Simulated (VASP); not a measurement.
# LiF (Fm-3m) in VASP: further runs

LiF is run at these levels: PBE; tasks: single point.

All numbers are computed with VASP 6.6.1; they aren't measurements. Logs are shortened: lines on timing, memory, paths and dates and some standing lists are left out, and cuts for length are marked.

## 1. The cell of the first run

It takes space group Fm-3m (No. 225, cubic). The conventional cell has a = 3.898 Å, b = 3.898 Å, c = 3.898 Å, α = 90.00°, β = 90.00°, γ = 90.00°. Within 2.6 Å of Li (site symmetry m-3m) lie 6 F at 1.95 Å. F (site symmetry m-3m) has 6 Li at 1.95 Å within 2.6 Å.

## 2. Single point, PBE (volume scaled by 0.88)

Contents of INCAR:

```
ALGO = Normal
EDIFF = 1E-6
ENCUT = 520
GGA = PE
ISIF = 2
ISMEAR = 0
LASPH = True
LCHARG = True
LELF = True
LREAL = False
LVHAR = True
LWAVE = False
NBANDS = 12
NELM = 60
PREC = Accurate
SIGMA = 0.02
```

Contents of KPOINTS:

```
k-points
0
Gamma
  10 10 10
```

Contents of POSCAR:

```
LiF
1.0
    0.0000000000      1.9491475094      1.9491475094
    1.9491475094      0.0000000000      1.9491475094
    1.9491475094      1.9491475094      0.0000000000
Li F
1 1
Direct
    0.5000000000      0.5000000000      0.5000000000
    0.0000000000      0.0000000000      0.0000000000
```

Potentials or basis: VASP PAW PBE potentials, release 64 (Li_sv, F).

The run is started by

```sh
cat potpaw_PBE.64/Li_sv/POTCAR potpaw_PBE.64/F/POTCAR > POTCAR
mpirun -np 1 vasp_std > vasp.out
```

OUTCAR:

```text
EDIFF = 1E-6
   ENCUT = 520
   GGA = PE
   ISIF = 2
   ISMEAR = 0
   LASPH = True
   LREAL = False
   NELM = 60
   PREC = Accurate

 ion  position               nearest neighbor table
   1  0.500  0.500  0.500-   2 1.95   2 1.95   2 1.95   2 1.95   2 1.95   2 1.95
   2  0.000  0.000  0.000-   1 1.95   1 1.95   1 1.95   1 1.95   1 1.95   1 1.95

  LATTYP: Found a face centered cubic cell.
 ALAT       =     3.8982950188

  Lattice vectors:

 A1 = (   0.0000000000,   1.9491475094,   1.9491475094)
 A2 = (   1.9491475094,   0.0000000000,   1.9491475094)
 A3 = (   1.9491475094,   1.9491475094,   0.0000000000)

Analysis of symmetry for initial positions (statically):
=====================================================================
 Subroutine PRICEL returns:
 Original cell was already a primitive cell.

 Routine SETGRP: Setting up the symmetry group for a
 face centered cubic supercell.

 Subroutine GETGRP returns: Found 48 space group operations
 (whereof 48 operations were pure point group operations)
 out of a pool of 48 trial point group operations.

The static configuration has the point symmetry O_h .

Analysis of symmetry for dynamics (positions and initial velocities):
=====================================================================
 Subroutine PRICEL returns:
 Original cell was already a primitive cell.

 Routine SETGRP: Setting up the symmetry group for a
 face centered cubic supercell.

 Subroutine GETGRP returns: Found 48 space group operations
 (whereof 48 operations were pure point group operations)
 out of a pool of 48 trial point group operations.

The dynamic configuration has the point symmetry O_h .

 Subroutine INISYM returns: Found 48 space group operations
 (whereof 48 operations are pure point group operations),
 and found     1 'primitive' translations

----------------------------------------------------------------------------------------

                                     Primitive cell

  volume of cell :      14.8103

  direct lattice vectors                    reciprocal lattice vectors
     0.000000000  1.949147509  1.949147509    -0.256522402  0.256522402  0.256522402
     1.949147509  0.000000000  1.949147509     0.256522402 -0.256522402  0.256522402
     1.949147509  1.949147509  0.000000000     0.256522402  0.256522402 -0.256522402

  length of vectors
     2.756510843  2.756510843  2.756510843     0.444309833  0.444309833  0.444309833

  position of ions in fractional coordinates (direct lattice)
     0.500000000  0.500000000  0.500000000
     0.000000000  0.000000000  0.000000000

  ion indices of the primitive-cell ions
   primitive index   ion index
                 1           1
                 2           2

----------------------------------------------------------------------------------------

 KPOINTS: k-points

Automatic generation of k-mesh.
 Grid dimensions read from file:
 generate k-points for:   10   10   10

 Generating k-lattice:

  Cartesian coordinates                     Fractional coordinates (reciprocal lattice)
    -0.025652240  0.025652240  0.025652240     0.100000000  0.000000000  0.000000000
     0.025652240 -0.025652240  0.025652240     0.000000000  0.100000000  0.000000000
     0.025652240  0.025652240 -0.025652240     0.000000000  0.000000000  0.100000000

  Length of vectors
     0.044430983  0.044430983  0.044430983

  Shift w.r.t. Gamma in fractional coordinates (k-lattice)
     0.000000000  0.000000000  0.000000000

 Subroutine IBZKPT returns following result:
 ===========================================

 Found     47 irreducible k-points:

 Following reciprocal coordinates:
            Coordinates               Weight
  0.000000  0.000000  0.000000      1.000000
  0.100000  0.000000  0.000000      8.000000
  0.200000  0.000000  0.000000      8.000000
  0.300000  0.000000  0.000000      8.000000
  0.400000  0.000000  0.000000      8.000000
  0.500000  0.000000  0.000000      4.000000
[... 16 lines left out ...]
  0.300000  0.300000  0.000000      6.000000
  0.400000  0.300000  0.000000     24.000000
 [... further k-points ...]
   k-points           NKPTS =     47   k-points in BZ     NKDIM =     47   number of bands    NBANDS=     12
   number of dos      NEDOS =    301   number of ions     NIONS =      2
   total plane-waves  NPLWV =  13824
   dimension x,y,z NGX =    24 NGY =   24 NGZ =   24
   dimension x,y,z NGXF=    48 NGYF=   48 NGZF=   48
   ions per type =               1   1
   NGX,Y,Z   is equivalent  to a cutoff of  14.47, 14.47, 14.47 a.u.
   NGXF,Y,Z  is equivalent  to a cutoff of  28.95, 28.95, 28.95 a.u.
 SYSTEM =  unknown system
   PREC   = accura    normal or accurate (medium, high low for compatibility)
   ISTART =      0    job   : 0-new  1-cont  2-samecut
   ICHARG =      2    charge: 1-file 2-atom 10-const
   ISPIN  =      1    spin polarized calculation?
   LNONCOLLINEAR =      F non collinear calculations
   LSORBIT =      F    spin-orbit coupling
   LASPH  =      T    aspherical Exc in radial PAW
   ENCUT  =  520.0 eV  38.22 Ry    6.18 a.u.   5.13  5.13  5.13*2*pi/ulx,y,z
   NELM   =     60;   NELMIN=  2; NELMDL= -5     # of ELM steps
   EDIFF  = 0.1E-05   stopping-criterion for ELM
   LREAL  =      F    real-space projection
   EDIFFG = 0.1E-04   stopping-criterion for IOM
   NSW    =      0    number of steps for IOM
   IBRION =     -1    ionic relax: 0-MD 1-quasi-New 2-CG
   NFREE  =      0    steps in history (QN), initial steepest desc. (CG)
   ISIF   =      2    stress and relaxation
   ISYM   =      2    0-nonsym 1-usesym 2-fastsym
   POTIM  = 0.5000    time-step for ionic-motion
   TEBEG  =    0.0;   TEEND  =   0.0 temperature during run
   PSTRESS=    0.0 pullay stress
   NELECT =      10.0000    total number of electrons
   NUPDOWN=      -1.0000    fix difference up-down
   EMIN   =  10.00;   EMAX   =-10.00  energy-range for DOS
   EFERMI =   0.00;   METHOD = LEGACY
   ISMEAR =     0;   SIGMA  =   0.02  broadening in eV -4-tet -1-fermi 0-gaus
   EFERMI_NEDOS =   21; number of points for ismear=-14 and -15
   IALGO  =     38    algorithm
   IMIX   =      4    mixing-type and parameters
     AMIX     =   0.40;   BMIX     =  1.00
     AMIX_MAG =   1.60;   BMIX_MAG =  1.00
  volume/ion in A,a.u.               =       7.41        49.97
  Fermi-wavevector in a.u.,A,eV,Ry     =   1.436217  2.714057 28.065008  2.062720
  Thomas-Fermi vector in A             =   2.555430
   LORBIT       =      0    0 simple, 1 ext, 2 COOP (PROOUT), +10 PAW based schemes
   GGA     = PE    functional components
   LHFCALC =     F    Hartree Fock is set to
   AEXX    =    0.0000 exact exchange contribution
   IVDW    =     0    specifies the selected vdW correction
   LEPSILON=     F    determine dielectric tensor
   LRPA    =     F    only Hartree local field effects (RPA)
 non-spin polarized calculation
 Gauss-broadening in eV      SIGMA  =   0.02
  energy-cutoff  :      520.00
  volume of cell :       14.81
 maximum number of plane-waves:       411
 NGX is ok and might be reduce to    24
   NGX = 11   NGY = 11   NGZ = 11

 number of electron      10.0000006 magnetization

 Free energy of the ion-electron system (eV)
  ---------------------------------------------------
  ext. energy  EPLUGINS =         0.00000000
  ---------------------------------------------------
  free energy    TOTEN  =        -9.57653394 eV

  energy without entropy =       -9.57653394  energy(sigma->0) =       -9.57653394

 E-fermi :  -0.2431     XC(G=0): -10.4703

 val. band max:       -0.3836278250   @ k =   0.0000   0.0000   0.0000
 cond. band min:       9.6336585743   @ k =   0.0000   0.0000   0.0000
 fundamental gap:     10.0172863993
 Fermi energy:        -0.2430850498

 k-point     1 :       0.0000    0.0000    0.0000
  band No.  band energies     occupation
      1     -41.1132      2.00000
      2     -20.6446      2.00000
      3      -0.3836      2.00000
      4      -0.3836      2.00000
      5      -0.3836      2.00000
      6       9.6337      0.00000
      7      24.9071      0.00000
      8      24.9071      0.00000
      9      24.9071      0.00000
     10      24.9204      0.00000
     11      24.9204      0.00000
     12      24.9204      0.00000

 k-point     2 :       0.1000    0.0000    0.0000
  band No.  band energies     occupation
      1     -41.1046      2.00000
      2     -20.5991      2.00000
      3      -0.7019      2.00000
      4      -0.4104      2.00000
      5      -0.4104      2.00000
      6       9.9216      0.00000
      7      21.8487      0.00000
      8      23.4417      0.00000
      9      23.4417      0.00000
     10      26.1146      0.00000
     11      26.1146      0.00000
     12      26.3148      0.00000

 k-point     3 :       0.2000    0.0000    0.0000
  band No.  band energies     occupation
      1     -41.0822      2.00000
      2     -20.4780      2.00000
      3      -1.4697      2.00000
      4      -0.4787      2.00000
      5      -0.4787      2.00000
      6      10.5307      0.00000
      7      19.3073      0.00000
      8      21.8279      0.00000
      9      21.8280      0.00000
     10      27.3936      0.00000
     11      27.5295      0.00000
     12      27.5295      0.00000
[... 286 lines left out ...]
 k-point    23 :       0.3000    0.3000    0.0000
  band No.  band energies     occupation
      1     -41.0387      2.00000
      2     -20.1443      2.00000
      3      -2.5310      2.00000
      4      -1.1507      2.00000
      5      -1.1507      2.00000
      6      12.8479      0.00000
      7      18.1048      0.00000
      8      19.7018      0.00000
      9      21.1482      0.00000
     10      21.1482      0.00000
     11      35.8651      0.00000
     12      36.4966      0.00000

 k-point    24 :       0.4000    0.3000    0.0000
  band No.  band energies     occupation
      1     -41.0223      2.00000
      2     -20.0084      2.00000
      3      -3.0189      2.00000
      4      -1.3921      2.00000
      5      -1.2638      2.00000
      6      13.6530      0.00000
      7      17.0146      0.00000
      8      19.2338      0.00000
      9      20.8935      0.00000
     10      21.9744      0.00000
     11      35.8563      0.00000
     12      36.3140      0.00000

 [... further k-points ...]
[... 5 lines left out ...]
  --------------------------------------------------------------------------------------
  -------------------------------------------------------------------------------------
  Total        0.9976513      0.9976513      0.9976513      0.0000000     -0.0000000      0.0000000
  in kB      107.9257881    107.9257881    107.9257881      0.0000000     -0.0000000      0.0000000
  external PRESSURE =     107.9257881 kB  Pullay stress =       0.0000000 kB

 VOLUME and BASIS-vectors are now :
 -----------------------------------------------------------------------------
  energy-cutoff  :      520.00
  volume of cell :       14.81
      direct lattice vectors                 reciprocal lattice vectors
     0.000000000  1.949147509  1.949147509    -0.256522402  0.256522402  0.256522402
     1.949147509  0.000000000  1.949147509     0.256522402 -0.256522402  0.256522402
     1.949147509  1.949147509  0.000000000     0.256522402  0.256522402 -0.256522402

 POSITION                                       TOTAL-FORCE (eV/Angst)
 -----------------------------------------------------------------------------------
      1.94915      1.94915      1.94915         0.000000      0.000000      0.000000
      0.00000      0.00000      0.00000        -0.000000     -0.000000     -0.000000
 -----------------------------------------------------------------------------------
    total drift:                                0.000000     -0.000000     -0.000000

  FREE ENERGIE OF THE ION-ELECTRON SYSTEM (eV)
  ---------------------------------------------------
  free  energy   TOTEN  =        -9.5765339375 eV

  energy  without entropy=       -9.5765339375  energy(sigma->0) =       -9.57653394
```

Wall time 4.5 s (1 thread of Intel Xeon 6975P-C (Granite Rapids), shared host); peak memory 0.12 GiB.

Results:

| Property | Result |
| --- | --- |
| Free energy | -9.5765 eV |
| Band gap on the k mesh | 10.02 eV, direct |

Levels at points of the mesh, in eV from the valence-band top:
```csv
k point,band 1,band 2,band 3,band 4,band 5,band 6,band 7,band 8,band 9,band 10
"(0.00, 0.00, 0.00)",-40.73,-20.26,0.00,0.00,0.00,10.02,25.29,25.29,25.29,25.30
"(0.50, 0.00, 0.00)",-40.64,-19.75,-2.83,-0.26,-0.26,11.30,17.95,19.69,19.69,32.19
"(0.50, 0.50, 0.00)",-40.62,-19.40,-3.45,-1.15,-1.15,15.77,16.93,18.70,21.43,21.43
```

Caveat: the cutoff is under 1.25 times the usual one of these potentials, so pressure, stress and relaxed cells hold a basis-set (Pulay) error. A k mesh can miss the band edges.

## 3. Single point, PBE (volume scaled by 0.97)

Contents of INCAR:

```
SYSTEM = LiF
ALGO     = Normal         ! electronic algorithm
EDIFF    = 1E-6           ! SCF threshold, eV
ENCUT    = 520            ! plane-wave cutoff, eV
GGA      = PE             ! functional
ISIF     = 2              ! what is computed and relaxed
ISMEAR   = 0              ! smearing method
LASPH    = .TRUE.         ! aspherical terms in the spheres
LCHARG   = .FALSE.        ! write CHGCAR
LREAL    = .FALSE.        ! projectors in reciprocal space
LWAVE    = .FALSE.        ! write WAVECAR
NBANDS   = 12             ! bands
NELM     = 100            ! most SCF steps
PREC     = Accurate       ! precision mode
SIGMA    = 0.02           ! smearing width, eV
```

Contents of KPOINTS:

```
k-points
0
G
  10 10 10
  0 0 0
```

Contents of POSCAR:

```
LiF
1.0
    0.0000000000      2.0134509833      2.0134509833
    2.0134509833      0.0000000000      2.0134509833
    2.0134509833      2.0134509833      0.0000000000
Li F
1 1
Direct
    0.5000000000      0.5000000000      0.5000000000
    0.0000000000      0.0000000000      0.0000000000
```

Potentials or basis: VASP PAW PBE potentials, release 64 (Li_sv, F).

The run is started by

```sh
cat potpaw_PBE.64/Li_sv/POTCAR potpaw_PBE.64/F/POTCAR > POTCAR
mpirun -np 1 vasp_std > vasp.out
```

Wall time 4.4 s (1 thread of Intel Xeon 6975P-C (Granite Rapids), shared host); peak memory 0.13 GiB.

It converged, with:

```yaml
Free_energy: -9.6374 eV
Band_gap_on_the_k_mesh: 9.09 eV, direct
```

Levels at points of the mesh, in eV from the valence-band top:
| k point | band 2 | band 3 | band 4 | band 5 | band 6 | band 7 | band 8 | band 9 |
| --- | --- | --- | --- | --- | --- | --- | --- | --- |
| (0.00, 0.00, 0.00) | -19.98 | 0.00 | 0.00 | 0.00 | 9.09 | 23.98 | 23.98 | 23.98 |
| (0.50, 0.00, 0.00) | -19.54 | -2.52 | -0.23 | -0.23 | 10.78 | 16.75 | 18.90 | 18.90 |
| (0.50, 0.50, 0.00) | -19.28 | -3.01 | -1.00 | -1.00 | 14.82 | 16.48 | 17.46 | 20.25 |

Caveat: the cutoff is under 1.25 times the usual one of these potentials, so pressure, stress and relaxed cells hold a basis-set (Pulay) error.
